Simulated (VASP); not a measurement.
Input of a VASP 6.6.1 run:

File POSCAR:

```
MgO2
1.0
    1.3640468636      0.7875328239      3.4939788749
   -1.3640468636      0.7875328239      3.4939788749
    0.0000000000     -1.5750656478      3.4939788749
Mg O
1 2
Direct
    0.0000000000      0.0000000000      0.0000000000
    0.4287860000      0.4287860000      0.4287860000
    0.5712140000      0.5712140000      0.5712140000
```

Contents of INCAR.step1:

```
SYSTEM = MgO2
PREC     = Accurate       ! precision mode
ENCUT    = 520            ! plane-wave cutoff, eV
ISMEAR   = 0              ! smearing method
SIGMA    = 0.05           ! smearing width, eV
LREAL    = .False.        ! projectors in reciprocal space
LASPH    = .True.         ! aspherical terms in the spheres
NELM     = 80             ! most SCF steps
NBANDS   = 14             ! bands
GGA      = PE             ! functional
ALGO     = Normal         ! electronic algorithm
EDIFF    = 1E-4           ! SCF threshold, eV
LWAVE    = .True.         ! write WAVECAR
LCHARG   = .False.        ! write CHGCAR
```

Contents of INCAR.step2:

```
SYSTEM = MgO2
PREC     = Accurate       ! precision mode
ENCUT    = 520            ! plane-wave cutoff, eV
EDIFF    = 1E-6           ! SCF threshold, eV
ISMEAR   = 0              ! smearing method
SIGMA    = 0.05           ! smearing width, eV
LREAL    = .False.        ! projectors in reciprocal space
LASPH    = .True.         ! aspherical terms in the spheres
NELM     = 80             ! most SCF steps
ALGO     = Normal         ! electronic algorithm
ISIF     = 2              ! what is computed and relaxed
LWAVE    = .False.        ! write WAVECAR
LCHARG   = .False.        ! write CHGCAR
METAGGA  = R2SCAN         ! meta-GGA
LMIXTAU  = .True.       
NBANDS   = 14             ! bands
ISTART   = 1
```

Contents of KPOINTS:

```
regular mesh
0
Gamma
  12 12 12
  0 0 0
```

Potentials or basis: VASP PAW PBE potentials, release 64 (Mg, O).

The run is started by

```sh
$ cat potpaw_PBE.64/Mg/POTCAR potpaw_PBE.64/O/POTCAR > POTCAR
$ cp INCAR.step1 INCAR
$ mpirun -np 1 vasp_std > vasp.out
$ cp INCAR.step2 INCAR
$ mpirun -np 1 vasp_std > vasp.out
```

Problem. Predict the largest force.

Solution. 3.423 eV/Å.

Problem. Predict the band gap on the k mesh.

Solution. 1.92 eV.

Forces in eV/Å, atoms in the order of the input:
```
Mg   0.000  0.000  0.000
O    0.000  0.000  3.423
O    0.000  0.000 -3.423
```

Caveat: the cell differs from its parent crystal (strain -0.1500 x Voigt [1, 1, 0, 0, 0, 0]); the PAW data sets were made with another functional, which shifts forces and pressure a little. A k mesh can miss the band edges.
